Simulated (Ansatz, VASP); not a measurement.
# One calculation of C, two programs

The input POSCAR:

```
C
1.0
    0.0000000000      1.7857835700      1.7857835700
    1.7857835700      0.0000000000      1.7857835700
    1.7857835700      1.7857835700      0.0000000000
C
2
Direct
    0.0000000000      0.0000000000      0.0000000000
    0.2500000000      0.2500000000      0.2500000000
```

INCAR.step1

```
  PREC = Accurate
  ENCUT = 580
  ISMEAR = -1
  SIGMA = 0.05
  LREAL = False
  LASPH = True
  NELM = 120
  NBANDS = 11
  GGA = PE
  ALGO = Normal
  EDIFF = 1E-5
  LWAVE = True
  LCHARG = False
  GGA_COMPAT = False
```

INCAR.step2

```
  PREC = Accurate
  ENCUT = 580
  EDIFF = 1E-8
  ISMEAR = -1
  SIGMA = 0.05
  LREAL = False
  LASPH = True
  NELM = 120
  ALGO = Normal
  ISIF = 2
  LWAVE = False
  LCHARG = False
  METAGGA = R2SCAN
  LMIXTAU = True
  LEFG = True
  NBANDS = 11
  ISTART = 1
  GGA_COMPAT = False
```

KPOINTS

```
Automatic mesh
0
Gamma
  13 13 13
```

Input for Ansatz:

```yaml
crystal:
  lattice:
    - [0.0, 1.78578357, 1.78578357]
    - [1.78578357, 0.0, 1.78578357]
    - [1.78578357, 1.78578357, 0.0]
  atoms:
    - { symbol: C, position: [0.0, 0.0, 0.0] }
    - { symbol: C, position: [0.25, 0.25, 0.25] }
kpoints:
  mp_grid: { grid: [13, 13, 13] }
  band_path:
    path:
      - [0.0, 0.0, 0.0]
      - [0.5, 0.0, 0.5]
      - [0.625, 0.25, 0.625]
      - [0.375, 0.375, 0.75]
      - [0.0, 0.0, 0.0]
      - [0.5, 0.5, 0.5]
      - [0.5, 0.25, 0.75]
      - [0.5, 0.0, 0.5]
    npoints: 5
scf:
  occupations: { method: fermi_dirac, width: 0.05 }
hamiltonian:
  xc: r2scan
  pseudopotentials: { kind: paw }
output:
  forces: true
  stress: true
  eigenvalues: true
  efg: { contact_densities: true }
```

Alike in both runs: task electric field gradients; functional r2SCAN; k mesh 13 × 13 × 13; occupations fermi-dirac, width 0.05 eV; no spin polarisation.

```csv
,VASP,Ansatz
version,VASP 6.6.1,Ansatz 0.2.0
potentials or method,"VASP PAW PBE potentials, release 64 (C)","PAW with Ansatz's default frozen-core files, scalar-relativistic"
plane-wave cutoff (eV),580,500
valence electrons in the cell,8,8
```

VASP gave:

- gap on the k mesh at the Fermi level (eV): 4.33
- pressure (GPa): -3.7

Q: Which values does Ansatz return?

A: gap on the k mesh at the Fermi level (eV): 4.36; pressure (GPa): -4.2.

VASP's potentials were made for PBE, not for r2SCAN. The functional is the same, so the differences come from potentials, cutoffs and numerics.
